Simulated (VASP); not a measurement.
## HfC: relaxation of cell and atoms with PBEsol

Crystal: HfC.

```
CELL_PARAMETERS angstrom
3.34287 0.00000 0.00000
-1.67143 2.89501 0.00000
0.00000 0.00000 5.20271
ATOMIC_POSITIONS crystal
Hf 0.66667 0.33333 0.75000
Hf 0.33333 0.66667 0.25000
C 0.00000 0.00000 0.00000
C 0.00000 0.00000 0.50000
```

```json
{
 "Program": "VASP 6.6.1",
 "Task": "relaxation of cell and atoms",
 "Functional": "PBEsol",
 "Potentials or basis": "VASP PAW PBE potentials, release 64 (Hf_pv, C)",
 "Cutoff": "600 eV",
 "k mesh": "8 × 8 × 5",
 "Occupations": "fermi-dirac, width 0.1 eV",
 "Spin": "no spin polarisation",
 "Dipole correction": "no",
 "Further INCAR settings": "ALGO = Normal; EDIFF = 1e-07; IBRION = 2; EDIFFG = -0.03; NSW = 80; ISIF = 3"
}
```

The relaxed volume is 12.18 Å³/atom and the relaxed cell is a = 3.288 Å, b = 3.288 Å, c = 5.201 Å, α = 90.00°, β = 90.00°, γ = 120.00°. The space group after relaxing (to 0.05 Å) is P6_3/mmc (No. 194). The energy gained by relaxing is 11.8 meV/atom, the ionic steps are 6 and the pressure after relaxing is 0.0 GPa. The band gap on the k mesh is zero (band 14 reaches 7.45 eV, above the bottom of band 15 at 6.29 eV).

Step by step:
| step | energy change (eV) | largest force (eV/Å) | pressure (GPa) | volume (Å³) |
| --- | --- | --- | --- | --- |
| 1 | 0.0000 | 0.0000 | -7.94 | 50.35 |
| 2 | 0.0894 | 0.0000 | 16.61 | 45.94 |
| 3 | -0.0447 | 0.0000 | 0.03 | 48.68 |
| 4 | -0.0447 | 0.0000 | 0.20 | 48.65 |
| 5 | -0.0467 | 0.0000 | 0.10 | 48.68 |
| 6 | -0.0471 | 0.0000 | 0.03 | 48.71 |

Final structure:
```
CELL_PARAMETERS angstrom
3.28850 0.00000 0.00000
-1.64425 2.84792 0.00000
0.00000 0.00000 5.20054
ATOMIC_POSITIONS crystal
Hf 0.66667 0.33333 0.75000
Hf 0.33333 0.66667 0.25000
C 0.00000 0.00000 0.00000
C 0.00000 0.00000 0.50000
```

Levels at points of the mesh, in eV from the Fermi level:
```csv
k point,band 11,band 12,band 13,band 14,band 15,band 16,band 17,band 18
"(0.00, 0.00, 0.00)",-2.99,-1.08,-1.08,1.05,1.55,1.55,2.15,2.15
"(0.50, 0.00, 0.00)",-3.43,-3.30,-1.75,-0.89,1.46,4.57,5.03,5.08
```

Run time: 4.6 min on 1 thread of Intel Xeon 8259CL (shared host), peak memory 0.21 GiB.

Caveat: the PAW data sets were made with another functional, which shifts forces and pressure a little; spin-orbit coupling is left out, which moves the levels of the heavy elements.
